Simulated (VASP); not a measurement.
# Si8O14F (a cell with a defect) in VASP: a series of runs, part 2 of 2

VASP 6.6.1. The steps go on from the part before.

**3. Single point, PBE**

INCAR reads:

```
PREC     = Accurate       # precision mode
ENCUT    = 520            # plane-wave cutoff, eV
EDIFF    = 1E-7           # SCF threshold, eV
ISMEAR   = 0              # smearing method
SIGMA    = 0.05           # smearing width, eV
LREAL    = Auto         
LASPH    = True           # aspherical terms in the spheres
NELM     = 60             # most SCF steps
ALGO     = Normal         # electronic algorithm
ISIF     = 2              # what is computed and relaxed
LWAVE    = False          # write WAVECAR
LCHARG   = False          # write CHGCAR
GGA      = PE             # functional
NBANDS   = 78             # bands
NELECT   = 122.0
```

KPOINTS reads:

```
regular mesh
0
Gamma
  2 2 2
```

POSCAR reads:

```
Si8O14F
1.0
   -4.1797000000     -4.1797000000      0.0000000000
    4.1797000000     -4.1797000000      0.0000000000
    0.0000000000      0.0000000000      5.3338000000
Si O F
8 14 1
Direct
    0.4966005933      0.4996615786     -0.0046319697
   -0.0024250544      0.4994253176      0.2515596760
    0.4967211762      0.4995888461      0.4969025835
    0.0020770629      0.4994821399      0.7514595598
   -0.0412649233     -0.0005344881      0.0126302074
    0.5496258105     -0.0002708328      0.2794639844
   -0.0009309281     -0.0005675048      0.5051072406
    0.4388751585      0.0000427064      0.7143378079
    0.1942794937      0.4995119267      0.0049850013
    0.0026997153      0.1952484628      0.2552296674
    0.8031046487      0.4993909850     -0.0040451460
    0.0025188411      0.8036179630      0.2552566650
    0.1928805895      0.4994202933      0.4971761221
    0.0111716152      0.1912314281      0.7574033522
    0.8037034955      0.4993132282      0.5044113015
    0.0109537766      0.8076432519      0.7573881660
    0.5072425054      0.6983775151      0.2479967378
    0.5071310142      0.3004649855      0.2478064419
    0.6968052731     -0.0004026605      0.5377749447
    0.4853298084      0.6956530373      0.7427065132
    0.3008254181     -0.0006421514      0.4536808654
    0.4853016963      0.3031063234      0.7429138700
    0.5538444147     -0.0012832261     -0.0188533503
```

Potentials or basis: VASP PAW PBE potentials, release 64 (Si, O, F).

Launch:

```console
> cat potpaw_PBE.64/Si/POTCAR potpaw_PBE.64/O/POTCAR potpaw_PBE.64/F/POTCAR > POTCAR
> mpirun -np 1 vasp_std > vasp.out
```

OUTCAR:

```text
PREC = Accurate
   ENCUT = 520
   EDIFF = 1E-7
   ISMEAR = 0
   LREAL = Auto
   LASPH = True
   NELM = 60
   ISIF = 2
   GGA = PE
   NELECT = 122.0

 ion  position               nearest neighbor table
   1  0.497  0.500  0.995-  20 1.78  22 1.78   9 1.79  17 1.79  18 1.79  11 1.81   3 2.66   3 2.68

   2  0.998  0.499  0.252-  13 1.75   9 1.76  15 1.77  11 1.78  10 1.80  12 1.80   4 2.67   4 2.67

   3  0.497  0.500  0.497-  20 1.75  22 1.75  17 1.77  18 1.78  13 1.80  15 1.82   1 2.66   1 2.68
[... 12 lines left out ...]
  10  0.003  0.195  0.255-   5 1.76   7 1.77   2 1.80
  11  0.803  0.499  0.996-   4 1.76   2 1.78   1 1.81
  12  0.003  0.804  0.255-   5 1.76   7 1.77   2 1.80
  13  0.193  0.499  0.497-   2 1.75   4 1.76   3 1.80
  14  0.011  0.191  0.757-   7 1.76   5 1.80   4 1.82
  15  0.804  0.499  0.504-   4 1.76   2 1.77   3 1.82
  16  0.011  0.808  0.757-   7 1.76   5 1.80   4 1.82
  17  0.507  0.698  0.248-   3 1.77   1 1.79   6 1.81
  18  0.507  0.300  0.248-   3 1.78   1 1.79   6 1.80
  19  0.697  1.000  0.538-   6 1.63   8 1.79   7 1.80
  20  0.485  0.696  0.743-   3 1.75   1 1.78   8 1.83
  21  0.301  0.999  0.454-   8 1.61   6 1.74   7 1.80
  22  0.485  0.303  0.743-   3 1.75   1 1.78   8 1.82
[... 220 lines left out ...]
  band No.  band energies     occupation
      1     -20.3201      2.00000
      2     -14.4347      2.00000
      3     -13.1197      2.00000
      4     -12.6494      2.00000
      5     -12.0535      2.00000
      6     -11.7806      2.00000
[... 597 lines left out ...]
     72      17.4228      0.00000
     73      17.7816      0.00000
 [bands above 73 left out]

------------------------ aborting loop because EDIFF is reached ----------------------------------------

  FORCE on cell =-STRESS in cart. coord.  units (eV):
  Direction    XX          YY          ZZ          XY          YZ          ZX
  --------------------------------------------------------------------------------------
  -------------------------------------------------------------------------------------
  Total        3.2054126      3.2289203     25.2881766      5.1557374    -10.5752308    -10.5549431
  in kB       27.5573576     27.7594565    217.4058139     44.3245591    -90.9166636    -90.7422476
  external PRESSURE =      90.9075426 kB  Pullay stress =       0.0000000 kB

 VOLUME and BASIS-vectors are now :
 -----------------------------------------------------------------------------
  energy-cutoff  :      520.00
  volume of cell :      186.36
      direct lattice vectors                 reciprocal lattice vectors
    -4.179700000 -4.179700000  0.000000000    -0.119625810 -0.119625810  0.000000000
     4.179700000 -4.179700000  0.000000000     0.119625810 -0.119625810  0.000000000
     0.000000000  0.000000000  5.333800000     0.000000000  0.000000000  0.187483595

 POSITION                                       TOTAL-FORCE (eV/Angst)
 -----------------------------------------------------------------------------------
      0.01279     -4.16408      5.30909        -0.006280     -0.000244     -0.000148
     -2.08212     -6.25701      1.34177        -0.003437     -0.003247     -0.009056
      0.01199     -4.16428      2.65038        -0.004470      0.001404     -0.005549
      2.07900     -2.09637      4.00814        -0.009622     -0.007538      0.003229
      0.17024     -8.18469      0.06737         0.014995      0.015328     -0.022033
      1.88130     -6.47584      1.49060         0.016731      0.029681      0.018479
[... 15 lines left out ...]
     -0.76152     -3.29531      3.96255        -0.011387      0.011873      0.000017
      1.85943     -6.48924      5.23324        -0.028966     -0.055724      0.035167
 -----------------------------------------------------------------------------------
    total drift:                               -0.003888      0.000094      0.011677

  FREE ENERGIE OF THE ION-ELECTRON SYSTEM (eV)
  ---------------------------------------------------
  free  energy   TOTEN  =      -173.6942088280 eV

  energy  without entropy=     -173.6942085676  energy(sigma->0) =     -173.69420870
```

OSZICAR:

```text
N       E                     dE             d eps       ncg     rms          rms(c)
DAV:   1     0.670285438834E+03    0.67029E+03   -0.68589E+04  1248   0.153E+03
DAV:   2    -0.149897323872E+03   -0.82018E+03   -0.80058E+03  1488   0.339E+02
DAV:   3    -0.190299809955E+03   -0.40402E+02   -0.40161E+02  1536   0.768E+01
DAV:   4    -0.190743037173E+03   -0.44323E+00   -0.44200E+00  1528   0.877E+00
DAV:   5    -0.190748462880E+03   -0.54257E-02   -0.54211E-02  1496   0.920E-01    0.343E+01
DAV:   6    -0.173658349335E+03    0.17090E+02   -0.68925E+01  1408   0.299E+01    0.158E+01
DAV:   7    -0.173750954792E+03   -0.92605E-01   -0.58578E+00  1472   0.724E+00    0.652E+00
DAV:   8    -0.173711223531E+03    0.39731E-01   -0.21761E+00  1424   0.315E+00    0.359E+00
DAV:   9    -0.173685963994E+03    0.25260E-01   -0.56852E-01  1408   0.170E+00    0.117E+00
DAV:  10    -0.173692954084E+03   -0.69901E-02   -0.37892E-02  1480   0.906E-01    0.502E-01
DAV:  11    -0.173694138664E+03   -0.11846E-02   -0.56433E-03  1424   0.300E-01    0.279E-01
DAV:  12    -0.173694145002E+03   -0.63383E-05   -0.10448E-03  1488   0.183E-01    0.113E-01
DAV:  13    -0.173694207483E+03   -0.62481E-04   -0.22661E-04  1424   0.590E-02    0.213E-02
DAV:  14    -0.173694207773E+03   -0.29065E-06   -0.14792E-05  1456   0.212E-02    0.733E-03
DAV:  15    -0.173694208792E+03   -0.10190E-05   -0.54948E-06  1440   0.104E-02    0.385E-03
DAV:  16    -0.173694208823E+03   -0.31050E-07   -0.12596E-06  1496   0.575E-03    0.148E-03
DAV:  17    -0.173694208828E+03   -0.45693E-08   -0.22464E-07  1152   0.209E-03
   1 F= -.17369421E+03 E0= -.17369421E+03  d E =-.260475E-06
```

It took 2.4 min on 1 thread of AMD EPYC 9R14 (Zen 4), shared host; peak memory 0.29 GiB.

What came out:

```
Free energy   : -173.6942 eV
Largest force : 0.083 eV/Å
```

Forces in eV/Å, atoms in the order of the input:
```
Si  -0.006  0.000  0.000
Si  -0.003 -0.003 -0.009
Si  -0.004  0.001 -0.006
Si  -0.010 -0.008  0.003
Si   0.015  0.015 -0.022
Si   0.017  0.030  0.018
Si  -0.004 -0.004 -0.007
Si   0.004  0.028 -0.024
O   -0.007 -0.008  0.000
O    0.020 -0.013  0.000
O    0.014  0.013  0.002
O   -0.016  0.021  0.003
O   -0.012 -0.013  0.001
O    0.014 -0.013  0.013
O    0.016  0.015 -0.001
O   -0.013  0.012  0.012
O    0.009 -0.017 -0.004
O   -0.016  0.005 -0.004
O   -0.042 -0.039  0.041
O    0.018 -0.016  0.004
O    0.046  0.039 -0.057
O   -0.011  0.012  0.000
F   -0.029 -0.056  0.035
```

Caveat: the k points lie up to 0.59 Å⁻¹ apart; the cell carries a net charge on a neutralising background, which shifts energy and pressure; the cell is charged against a uniform background, so pressure and absolute levels hang on convention.

**4. Single point, PBE**

INCAR reads:

```
SYSTEM = Si8O14F
  PREC = Accurate
  ENCUT = 520
  EDIFF = 1E-6
  ISMEAR = 0
  SIGMA = 0.05
  LREAL = Auto
  LASPH = .True.
  NELM = 60
  ALGO = Normal
  ISIF = 2
  LWAVE = .False.
  LCHARG = .False.
  GGA = PE
  NBANDS = 78
  NELECT = 122.0
```

KPOINTS reads:

```
regular mesh
0
Gamma
  2 2 2
  0 0 0
```

POSCAR reads:

```
Si8O14F
1.0
   -4.1797000000     -4.1797000000      0.0000000000
    4.1797000000     -4.1797000000      0.0000000000
    0.0000000000      0.0000000000      5.3338000000
Si O F
8 14 1
Direct
    0.4954735986      0.4998669761     -0.0016299824
   -0.0037519439      0.4997026102      0.2522342420
    0.4968664019      0.4998137426      0.4963232592
    0.0000610092      0.4997394550      0.7531002287
   -0.0722975333     -0.0002457114      0.0154364618
    0.5695791564     -0.0000794315      0.2533162098
    0.0091099840     -0.0002799244      0.5065156174
    0.4720740723      0.0000880446      0.7033210844
    0.1937483551      0.4997916118      0.0050236229
    0.0010489987      0.1941178793      0.2541945705
    0.8013917267      0.4996569132     -0.0029944880
    0.0008833170      0.8053094720      0.2542262552
    0.1920907003      0.4997115822      0.4994188009
    0.0085262100      0.1894688614      0.7632219056
    0.8026639472      0.4995871713      0.5056871274
    0.0083159078      0.8099523889      0.7631845963
    0.5072883221      0.6978524775      0.2485856238
    0.5071243151      0.3015717635      0.2484605722
    0.7042327201     -0.0001458239      0.5281778469
    0.4887146207      0.6986574395      0.7444589223
    0.3045996124     -0.0003289710      0.4659912258
    0.4886097088      0.3007112951      0.7446353444
    0.4252476254     -0.0007798407     -0.0065591136
```

Potentials or basis: VASP PAW PBE potentials, release 64 (Si, O, F).

Launch:

```console
> cat potpaw_PBE.64/Si/POTCAR potpaw_PBE.64/O/POTCAR potpaw_PBE.64/F/POTCAR > POTCAR
> mpirun -np 1 vasp_std > vasp.out
```

OUTCAR:

```text
SYSTEM = Si8O14F
   PREC = Accurate
   ENCUT = 520
   EDIFF = 1E-6
   ISMEAR = 0
   LREAL = Auto
   LASPH = .True.
   NELM = 60
   ISIF = 2
   GGA = PE
   NELECT = 122.0

 ion  position               nearest neighbor table
   1  0.495  0.500  0.998-  17 1.78  18 1.78   9 1.78  20 1.79  22 1.79  11 1.81   3 2.66   3 2.68

   2  0.996  0.500  0.252-  13 1.75   9 1.76  15 1.77  11 1.78  10 1.81  12 1.81   4 2.66   4 2.67

[... 859 lines left out ...]
  Total       -0.5438477     -0.5714639     14.3330606      7.5399571     -7.2520153     -7.2326869
  in kB       -4.6755305     -4.9129511    123.2232263     64.8220127    -62.3465387    -62.1803703
  external PRESSURE =      37.8782482 kB  Pullay stress =       0.0000000 kB

 VOLUME and BASIS-vectors are now :
 -----------------------------------------------------------------------------
  energy-cutoff  :      520.00
  volume of cell :      186.36
      direct lattice vectors                 reciprocal lattice vectors
    -4.179700000 -4.179700000  0.000000000    -0.119625810 -0.119625810  0.000000000
     4.179700000 -4.179700000  0.000000000     0.119625810 -0.119625810  0.000000000
     0.000000000  0.000000000  5.333800000     0.000000000  0.000000000  0.187483595

 POSITION                                       TOTAL-FORCE (eV/Angst)
 -----------------------------------------------------------------------------------
      0.01836     -4.16023      5.32511        -0.082870     -0.078346      0.093496
     -2.07541     -6.25262      1.34537        -0.083782     -0.085249      0.007274
      0.01232     -4.16582      2.64729        -0.120096     -0.116024     -0.036782
      2.08851     -2.08902      4.01689        -0.070276     -0.068448      0.056692
      0.30115     -8.05619      0.08233         0.772327      0.773301      0.079414
      1.79870     -6.56004      1.35114        -0.685965     -0.676578     -0.946897
[... 15 lines left out ...]
     -0.78536     -3.29913      3.97174        -0.293120     -0.121296      0.063037
      2.39903     -5.95385      5.29881         3.559859      3.538721      0.471997
 -----------------------------------------------------------------------------------
    total drift:                               -0.004211     -0.009561      0.000406

  FREE ENERGIE OF THE ION-ELECTRON SYSTEM (eV)
  ---------------------------------------------------
  free  energy   TOTEN  =      -177.7077347194 eV

  energy  without entropy=     -177.7077347194  energy(sigma->0) =     -177.70773472
```

OSZICAR:

```text
N       E                     dE             d eps       ncg     rms          rms(c)
DAV:   1     0.666663938818E+03    0.66666E+03   -0.68405E+04  1248   0.153E+03
DAV:   2    -0.154654595481E+03   -0.82132E+03   -0.80289E+03  1472   0.339E+02
DAV:   3    -0.194217608455E+03   -0.39563E+02   -0.39359E+02  1536   0.766E+01
DAV:   4    -0.194622592804E+03   -0.40498E+00   -0.40410E+00  1512   0.863E+00
DAV:   5    -0.194627499659E+03   -0.49069E-02   -0.49031E-02  1520   0.886E-01    0.340E+01
DAV:   6    -0.177680339206E+03    0.16947E+02   -0.64306E+01  1392   0.298E+01    0.157E+01
DAV:   7    -0.177686629151E+03   -0.62899E-02   -0.27004E+00  1520   0.622E+00    0.590E+00
DAV:   8    -0.177691139889E+03   -0.45107E-02   -0.16546E-01  1504   0.196E+00    0.229E+00
DAV:   9    -0.177705874256E+03   -0.14734E-01   -0.45290E-02  1504   0.119E+00    0.453E-01
DAV:  10    -0.177707485685E+03   -0.16114E-02   -0.90483E-03  1440   0.411E-01    0.280E-01
DAV:  11    -0.177707618515E+03   -0.13283E-03   -0.78736E-04  1480   0.154E-01    0.123E-01
DAV:  12    -0.177707725331E+03   -0.10682E-03   -0.27866E-04  1464   0.757E-02    0.242E-02
DAV:  13    -0.177707734185E+03   -0.88543E-05   -0.20968E-05  1488   0.261E-02    0.105E-02
DAV:  14    -0.177707734719E+03   -0.53453E-06   -0.73408E-06  1504   0.122E-02
   1 F= -.17770773E+03 E0= -.17770773E+03  d E =-.397482E-15
```

stdout:

```text
POSCAR found type information on POSCAR SiO F
 POSCAR found :  3 types and      23 ions
 scaLAPACK will be used
 LDA part: xc-table for (Slater+PW92), standard interpolation
 POSCAR, INCAR and KPOINTS ok, starting setup
 FFT: planning ... GRIDC
 FFT: planning ... GRID_SOFT
 FFT: planning ... GRID
 WAVECAR not read
 entering main loop
 the old and the new charge density differ
 old charge density:   123.00000 new  122.00000
    0.340E+01
```

It took 2.2 min on 1 thread of AMD EPYC 9R14 (Zen 4), shared host; peak memory 0.28 GiB.

What came out:

```yaml
Free_energy: -177.7077 eV
Largest_force: 5.042 eV/Å
```

Forces in eV/Å, atoms in the order of the input:
```
Si  -0.083 -0.078  0.093
Si  -0.084 -0.085  0.007
Si  -0.120 -0.116 -0.037
Si  -0.070 -0.068  0.057
Si   0.772  0.773  0.079
Si  -0.686 -0.677 -0.947
Si  -0.408 -0.407  0.038
Si  -1.093 -1.067 -0.447
O   -0.111 -0.113 -0.010
O   -0.087 -0.041 -0.047
O   -0.058 -0.057  0.029
O   -0.043 -0.088 -0.047
O   -0.110 -0.113  0.075
O   -0.092  0.008  0.208
O   -0.075 -0.077  0.039
O    0.006 -0.092  0.208
O   -0.133 -0.117  0.015
O   -0.112 -0.134  0.018
O   -0.372 -0.372 -0.335
O   -0.118 -0.302  0.065
O   -0.189 -0.193  0.403
O   -0.293 -0.121  0.063
F    3.560  3.539  0.472
```

Caveat: the k points lie up to 0.59 Å⁻¹ apart; the cell carries a net charge on a neutralising background, which shifts energy and pressure; the cell is charged against a uniform background, so pressure and absolute levels hang on convention.
